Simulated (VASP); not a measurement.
# Pt (Fm-3m) in VASP: further runs

Pt is run at these levels: PBE; tasks: single point.

All numbers are computed with VASP 6.6.1; they aren't measurements. Logs are shortened: lines on timing, memory, paths and dates and some standing lists are left out, and cuts for length are marked.

## Step 1: The cell of the first run

It takes space group Fm-3m (No. 225, cubic). Conventional cell: a = 3.525 Å, b = 3.525 Å, c = 3.525 Å, α = 90.00°, β = 90.00°, γ = 90.00°. Within 3.3 Å of Pt (site symmetry m-3m) lie 12 Pt at 2.49 Å.

## Step 2: Single point, PBE (volume scaled by 0.7)

Input file INCAR:

```
SYSTEM = Pt
ALGO = Normal
EDIFF = 1E-6
ENCUT = 520
GGA = PE
ISIF = 2
ISMEAR = -1
LASPH = .TRUE.
LCHARG = .FALSE.
LREAL = .FALSE.
LWAVE = .FALSE.
NBANDS = 11
NELM = 100
PREC = Accurate
SIGMA = 0.05
```

Input file KPOINTS:

```
k-points
0
G
  16 16 16
  0 0 0
```

Input file POSCAR:

```
Pt
1.0
    0.0000000000      1.7624718114      1.7624718114
    1.7624718114      0.0000000000      1.7624718114
    1.7624718114      1.7624718114      0.0000000000
Pt
1
Direct
    0.0000000000      0.0000000000      0.0000000000
```

Potentials or basis: VASP PAW PBE potentials, release 64 (Pt).

The run is started by

```console
> cat potpaw_PBE.64/Pt/POTCAR > POTCAR
> mpirun -np 1 vasp_std > vasp.out
```

OUTCAR:

```text
SYSTEM = Pt
   EDIFF = 1E-6
   ENCUT = 520
   GGA = PE
   ISIF = 2
   ISMEAR = -1
   LASPH = .TRUE.
   LREAL = .FALSE.
   NELM = 100
   PREC = Accurate

 ion  position               nearest neighbor table
   1  0.000  0.000  0.000-

  LATTYP: Found a face centered cubic cell.
 ALAT       =     3.5249436228

  Lattice vectors:

 A1 = (   0.0000000000,   1.7624718114,   1.7624718114)
 A2 = (   1.7624718114,   0.0000000000,   1.7624718114)
 A3 = (   1.7624718114,   1.7624718114,   0.0000000000)

Analysis of symmetry for initial positions (statically):
=====================================================================
 Subroutine PRICEL returns:
 Original cell was already a primitive cell.

 Routine SETGRP: Setting up the symmetry group for a
 face centered cubic supercell.

 Subroutine GETGRP returns: Found 48 space group operations
 (whereof 48 operations were pure point group operations)
 out of a pool of 48 trial point group operations.

The static configuration has the point symmetry O_h .

Analysis of symmetry for dynamics (positions and initial velocities):
=====================================================================
 Subroutine PRICEL returns:
 Original cell was already a primitive cell.

 Routine SETGRP: Setting up the symmetry group for a
 face centered cubic supercell.

 Subroutine GETGRP returns: Found 48 space group operations
 (whereof 48 operations were pure point group operations)
 out of a pool of 48 trial point group operations.

The dynamic configuration has the point symmetry O_h .

 Subroutine INISYM returns: Found 48 space group operations
 (whereof 48 operations are pure point group operations),
 and found     1 'primitive' translations

----------------------------------------------------------------------------------------

                                     Primitive cell

  volume of cell :      10.9496

  direct lattice vectors                    reciprocal lattice vectors
     0.000000000  1.762471811  1.762471811    -0.283692481  0.283692481  0.283692481
     1.762471811  0.000000000  1.762471811     0.283692481 -0.283692481  0.283692481
     1.762471811  1.762471811  0.000000000     0.283692481  0.283692481 -0.283692481

  length of vectors
     2.492511539  2.492511539  2.492511539     0.491369790  0.491369790  0.491369790

  position of ions in fractional coordinates (direct lattice)
     0.000000000  0.000000000  0.000000000

  ion indices of the primitive-cell ions
   primitive index   ion index
                 1           1

[... 74 lines left out ...]
   NSW    =      0    number of steps for IOM
   IBRION =     -1    ionic relax: 0-MD 1-quasi-New 2-CG
   NFREE  =      0    steps in history (QN), initial steepest desc. (CG)
   ISIF   =      2    stress and relaxation
   ISYM   =      2    0-nonsym 1-usesym 2-fastsym
   POTIM  = 0.5000    time-step for ionic-motion
   TEBEG  =    0.0;   TEEND  =   0.0 temperature during run
   PSTRESS=    0.0 pullay stress
   NELECT =      10.0000    total number of electrons
   NUPDOWN=      -1.0000    fix difference up-down
   EMIN   =  10.00;   EMAX   =-10.00  energy-range for DOS
   EFERMI =   0.00;   METHOD = LEGACY
   ISMEAR =    -1;   SIGMA  =   0.05  broadening in eV -4-tet -1-fermi 0-gaus
   EFERMI_NEDOS =   21; number of points for ismear=-14 and -15
   IALGO  =     38    algorithm
   IMIX   =      4    mixing-type and parameters
     AMIX     =   0.40;   BMIX     =  1.00
     AMIX_MAG =   1.60;   BMIX_MAG =  1.00
  volume/ion in A,a.u.               =      10.95        73.89
  Fermi-wavevector in a.u.,A,eV,Ry     =   1.588337  3.001522 34.324974  2.522814
  Thomas-Fermi vector in A             =   2.687356
   LORBIT       =      0    0 simple, 1 ext, 2 COOP (PROOUT), +10 PAW based schemes
   GGA     = PE    functional components
   LHFCALC =     F    Hartree Fock is set to
   AEXX    =    0.0000 exact exchange contribution
   IVDW    =     0    specifies the selected vdW correction
   LEPSILON=     F    determine dielectric tensor
   LRPA    =     F    only Hartree local field effects (RPA)
 non-spin polarized calculation
  energy-cutoff  :      520.00
  volume of cell :       10.95
 maximum number of plane-waves:       306
   NGX =  9   NGY =  9   NGZ =  9

 number of electron      10.0000000 magnetization

 number of electron       9.9999999 magnetization

 Free energy of the ion-electron system (eV)
  ---------------------------------------------------
  ext. energy  EPLUGINS =         0.00000000
  ---------------------------------------------------
  free energy    TOTEN  =        -3.80057564 eV

  energy without entropy =       -3.79042602  energy(sigma->0) =       -3.79550083

 E-fermi :  18.6315     XC(G=0): -15.4773

 val. band max:       18.6198746515   @ k =   0.4375   0.4375   0.0000
 cond. band min:      18.6409154362   @ k =  -0.4375   0.1250   0.0625
 fundamental gap:      0.0210407847
 Fermi energy:        18.6314855459

 k-point     1 :       0.0000    0.0000    0.0000
  band No.  band energies     occupation
      1       4.3026      2.00000
      2      12.3080      2.00000
      3      12.3080      2.00000
      4      12.3080      2.00000
      5      15.9280      2.00000
      6      15.9280      2.00000
      7      31.5746      0.00000
      8      38.5046      0.00000
      9      38.5046      0.00000
     10      38.5046      0.00000
     11      45.1389      0.00000
[... 309 lines left out ...]
 k-point    24 :      -0.0625    0.0625    0.0000
  band No.  band energies     occupation
      1       4.8832      2.00000
      2      11.9510      2.00000
      3      12.5405      2.00000
      4      12.6216      2.00000
      5      15.5539      2.00000
      6      15.9506      2.00000
      7      32.6309      0.00000
      8      36.8059      0.00000
      9      38.9232      0.00000
     10      39.8296      0.00000
     11      47.8468      0.00000

 [... further k-points ...]
[... 5 lines left out ...]
  --------------------------------------------------------------------------------------
  -------------------------------------------------------------------------------------
  Total       15.5634533     15.5634533     15.5634533      0.0000000      0.0000000     -0.0000000
  in kB     2277.2987863   2277.2987863   2277.2987863      0.0000000      0.0000000     -0.0000000
  external PRESSURE =    2277.2987863 kB  Pullay stress =       0.0000000 kB

 VOLUME and BASIS-vectors are now :
 -----------------------------------------------------------------------------
  energy-cutoff  :      520.00
  volume of cell :       10.95
      direct lattice vectors                 reciprocal lattice vectors
     0.000000000  1.762471811  1.762471811    -0.283692481  0.283692481  0.283692481
     1.762471811  0.000000000  1.762471811     0.283692481 -0.283692481  0.283692481
     1.762471811  1.762471811  0.000000000     0.283692481  0.283692481 -0.283692481

 POSITION                                       TOTAL-FORCE (eV/Angst)
 -----------------------------------------------------------------------------------
      0.00000      0.00000      0.00000         0.000000     -0.000000     -0.000000
 -----------------------------------------------------------------------------------
    total drift:                                0.000000     -0.000000     -0.000000

  FREE ENERGIE OF THE ION-ELECTRON SYSTEM (eV)
  ---------------------------------------------------
  free  energy   TOTEN  =        -3.8005756391 eV

  energy  without entropy=       -3.7904260232  energy(sigma->0) =       -3.79550083
```

stdout:

```text
POSCAR found type information on POSCAR Pt
 POSCAR found :  1 types and       1 ions
 scaLAPACK will be used
 LDA part: xc-table for (Slater+PW92), standard interpolation
 POSCAR, INCAR and KPOINTS ok, starting setup
 FFT: planning ... GRIDC
 FFT: planning ... GRID_SOFT
 FFT: planning ... GRID
 WAVECAR not read
 entering main loop
```

Wall time 18 s (1 thread of Intel Xeon Platinum 8259CL at 2.50GHz (Skylake/Cascade Lake), shared host); peak memory 0.14 GiB.

What came out:

- Free energy: -3.8006 eV
- Pressure: 227.7 GPa
- Band gap on the k mesh: zero (band 5 reaches 19.60 eV, above the bottom of band 6 at 15.71 eV)

Caveat: spin-orbit coupling is left out, which moves the levels of the heavy elements.

## Step 3: Single point, PBE (volume scaled by 0.7)

Input file INCAR:

```
PREC = Accurate
ENCUT = 520
EDIFF = 1E-7
ISMEAR = -1
SIGMA = 0.05
LREAL = False
LASPH = True
NELM = 80
ALGO = Normal
ISIF = 2
LWAVE = False
LCHARG = True
GGA = PE
LELF = True
LVHAR = True
NBANDS = 11
```

Input file KPOINTS:

```
Automatic mesh
0
Gamma
  16 16 16
```

POSCAR is that of step 2.

Potentials or basis: VASP PAW PBE potentials, release 64 (Pt).

The run is started by

```console
> cat potpaw_PBE.64/Pt/POTCAR > POTCAR
> mpirun -np 1 vasp_std > vasp.out
```

OUTCAR:

```text
PREC = Accurate
   ENCUT = 520
   EDIFF = 1E-7
   ISMEAR = -1
   LREAL = False
   LASPH = True
   NELM = 80
   ISIF = 2
   GGA = PE

 ion  position               nearest neighbor table
   1  0.000  0.000  0.000-

  LATTYP: Found a face centered cubic cell.
 ALAT       =     3.5249436228

  Lattice vectors:

 A1 = (   0.0000000000,   1.7624718114,   1.7624718114)
 A2 = (   1.7624718114,   0.0000000000,   1.7624718114)
[... 506 lines left out ...]
      1       4.8832      2.00000
      2      11.9510      2.00000
      3      12.5405      2.00000
      4      12.6215      2.00000
      5      15.5538      2.00000
      6      15.9506      2.00000
      7      32.6309      0.00000
      8      36.8059      0.00000
      9      38.9232      0.00000
     10      39.8295      0.00000
     11      47.8468      0.00000

 [... further k-points ...]
[... 5 lines left out ...]
  --------------------------------------------------------------------------------------
  -------------------------------------------------------------------------------------
  Total       15.5640337     15.5640337     15.5640337     -0.0000000     -0.0000000     -0.0000000
  in kB     2277.3837139   2277.3837139   2277.3837139     -0.0000000     -0.0000000     -0.0000000
  external PRESSURE =    2277.3837139 kB  Pullay stress =       0.0000000 kB

 VOLUME and BASIS-vectors are now :
 -----------------------------------------------------------------------------
  energy-cutoff  :      520.00
  volume of cell :       10.95
      direct lattice vectors                 reciprocal lattice vectors
     0.000000000  1.762471811  1.762471811    -0.283692481  0.283692481  0.283692481
     1.762471811  0.000000000  1.762471811     0.283692481 -0.283692481  0.283692481
     1.762471811  1.762471811  0.000000000     0.283692481  0.283692481 -0.283692481

 POSITION                                       TOTAL-FORCE (eV/Angst)
 -----------------------------------------------------------------------------------
      0.00000      0.00000      0.00000         0.000000      0.000000     -0.000000
 -----------------------------------------------------------------------------------
    total drift:                                0.000000      0.000000      0.000000

  FREE ENERGIE OF THE ION-ELECTRON SYSTEM (eV)
  ---------------------------------------------------
  free  energy   TOTEN  =        -3.8005756472 eV

  energy  without entropy=       -3.7904259862  energy(sigma->0) =       -3.79550082
```

OSZICAR:

```text
N       E                     dE             d eps       ncg     rms          rms(c)
DAV:   1     0.436503885287E+02    0.43650E+02   -0.56489E+03  3230   0.881E+02
DAV:   2    -0.355912680176E+01   -0.47210E+02   -0.45670E+02  3710   0.192E+02
DAV:   3    -0.414369296599E+01   -0.58457E+00   -0.58300E+00  3829   0.200E+01
DAV:   4    -0.414551694904E+01   -0.18240E-02   -0.18239E-02  3948   0.130E+00
DAV:   5    -0.414552644213E+01   -0.94931E-05   -0.94948E-05  3939   0.818E-02    0.332E+01
DAV:   6    -0.390042225710E+01    0.24510E+00   -0.18699E-01  3769   0.387E+00    0.188E+01
DAV:   7    -0.380413944511E+01    0.96283E-01   -0.15477E-01  3859   0.336E+00    0.157E+00
DAV:   8    -0.380061824688E+01    0.35212E-02   -0.11766E-02  3603   0.104E+00    0.297E-01
DAV:   9    -0.380056883298E+01    0.49414E-04   -0.92296E-05  3954   0.952E-02    0.156E-02
DAV:  10    -0.380057543623E+01   -0.66033E-05   -0.43988E-06  4588   0.141E-02    0.399E-03
DAV:  11    -0.380057563969E+01   -0.20345E-06   -0.50773E-08  3071   0.225E-03    0.128E-03
DAV:  12    -0.380057564716E+01   -0.74749E-08   -0.51318E-09  2360   0.585E-04
   1 F= -.38005756E+01 E0= -.37955008E+01  d E =-.101497E-01
```

stdout:

```text
POSCAR found type information on POSCAR Pt
 POSCAR found :  1 types and       1 ions
 scaLAPACK will be used
 LDA part: xc-table for (Slater+PW92), standard interpolation
 POSCAR, INCAR and KPOINTS ok, starting setup
 FFT: planning ... GRIDC
 FFT: planning ... GRID_SOFT
 FFT: planning ... GRID
 WAVECAR not read
 entering main loop
```

It took 16 s on 1 thread of Intel Xeon Platinum 8259CL at 2.50GHz (Skylake/Cascade Lake), shared host; peak memory 0.14 GiB.

What came out:

| Item | Value |
| --- | --- |
| Free energy | -3.8006 eV |
| Pressure | 227.7 GPa |
| Band gap on the k mesh | zero (band 5 reaches 19.60 eV, above the bottom of band 6 at 15.71 eV) |

Caveat: spin-orbit coupling is left out, which moves the levels of the heavy elements.
